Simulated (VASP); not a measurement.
A run of VASP 6.6.1 is set up as follows.

File INCAR:

```
PREC = Accurate
ENCUT = 400
EDIFF = 1E-8
ISMEAR = 0
SIGMA = 0.01
LREAL = False
LASPH = True
NELM = 120
ALGO = Normal
ISIF = 2
LWAVE = False
LCHARG = False
GGA = PE
LEPSILON = True
GGA_COMPAT = False
```

KPOINTS

```
Automatic mesh
0
Gamma
  6 6 2
```

POSCAR

```
GaSe
1.0
    3.7535241568      0.0000000000      0.0000000000
   -1.8767620784      3.2506472735      0.0000000000
    0.0000000000      0.0000000000     16.1143200315
Ga Se
4 4
Direct
    0.3333333333      0.6666666667      0.1745345898
    0.6666666667      0.3333333333      0.6745345898
    0.3333333333      0.6666666667      0.3254654102
    0.6666666667      0.3333333333      0.8254654102
    0.3333333333      0.6666666667      0.6026658878
    0.6666666667      0.3333333333      0.1026658878
    0.3333333333      0.6666666667      0.8973341122
    0.6666666667      0.3333333333      0.3973341122
```

Potentials or basis: VASP PAW PBE potentials, release 64 (Ga_d, Se).

Run with:

```sh
$ cat potpaw_PBE.64/Ga_d/POTCAR potpaw_PBE.64/Se/POTCAR > POTCAR
$ mpirun -np 1 vasp_std > vasp.out
```

(1) Estimate the electronic dielectric tensor (diagonal).

(2) Predict the Born charges (mean of the diagonal).

(3) Predict the band gap on the k mesh.

Results:

(1) 8.85, 8.85, 7.36.

(2) Ga +1.82; Se -1.82 e.

(3) 0.97 eV.
